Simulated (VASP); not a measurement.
Set up this calculation in VASP 6.6.1, as the native input.

| Quantity | Value |
| --- | --- |
| Task | relaxation of cell and atoms |
| Functional | r2SCAN |
| Potentials or basis | VASP PAW PBE potentials, release 64 (Ga_d, As) |
| Cutoff | 600 eV |
| k mesh | 8 × 8 × 8 |
| Occupations | fermi-dirac, width 0.02 eV |
| Spin | no spin polarisation |
| Dipole correction | no |
| Further INCAR settings | ALGO = Normal; EDIFF = 1e-06; IBRION = 2; EDIFFG = -0.005; NSW = 80; ISIF = 3 |

GaAs:

```
Ga As
1.0
     0.00000    2.87182    2.87182
     2.87182    0.00000    2.87182
     2.87182    2.87182    0.00000
Ga As
1 1
Direct
  0.00000 0.00000 0.00000
  0.25000 0.25000 0.25000
```

One way to write it, as run:

POSCAR

```
GaAs
1.0
    0.0000000000      2.8718185920      2.8718185920
    2.8718185920      0.0000000000      2.8718185920
    2.8718185920      2.8718185920      0.0000000000
Ga As
1 1
Direct
    0.0000000000      0.0000000000      0.0000000000
    0.2500000000      0.2500000000      0.2500000000
```

INCAR.step1

```
PREC = Accurate ; ENCUT = 600
ISMEAR = -1 ; SIGMA = 0.02
LREAL = False ; LASPH = True
NELM = 80 ; GGA = PE
ALGO = Normal ; EDIFF = 1E-4
LWAVE = True ; LCHARG = False
```

INCAR.step2

```
PREC = Accurate ; ENCUT = 600
EDIFF = 1E-6 ; ISMEAR = -1
SIGMA = 0.02 ; LREAL = False
LASPH = True ; NELM = 80
ALGO = Normal ; ISIF = 3
LWAVE = False ; LCHARG = False
METAGGA = R2SCAN ; LMIXTAU = True
IBRION = 2 ; NSW = 80
EDIFFG = -0.005 ; ISTART = 1
```

KPOINTS

```
regular mesh
0
Gamma
  8 8 8
```

Potentials or basis: VASP PAW PBE potentials, release 64 (Ga_d, As).

Launch:

```bash
$ cat potpaw_PBE.64/Ga_d/POTCAR potpaw_PBE.64/As/POTCAR > POTCAR
$ cp INCAR.step1 INCAR
$ mpirun -np 1 vasp_std > vasp.out
$ cp INCAR.step2 INCAR
$ mpirun -np 1 vasp_std > vasp.out
```

It gave:

```json
{
 "Relaxed volume": "22.75 Å³/atom",
 "Relaxed cell": "a = 4.007 Å, b = 4.007 Å, c = 4.007 Å, α = 60.00°, β = 60.00°, γ = 60.00°",
 "Space group after relaxing (to 0.1 Å)": "F-43m (No. 216)",
 "Energy gained by relaxing": "8.0 meV/atom",
 "Ionic steps": "3",
 "Pressure after relaxing": "0.0 GPa",
 "Band gap on the k mesh": "0.94 eV"
}
```

Caveat: the PAW data sets were made with another functional, which shifts forces and pressure a little.

Wall time 2.3 min on 1 thread of Intel(R) Xeon(R) Platinum 8375C CPU @ 2.90GHz (Ice Lake), with other jobs on the host, peak memory 0.21 GiB.
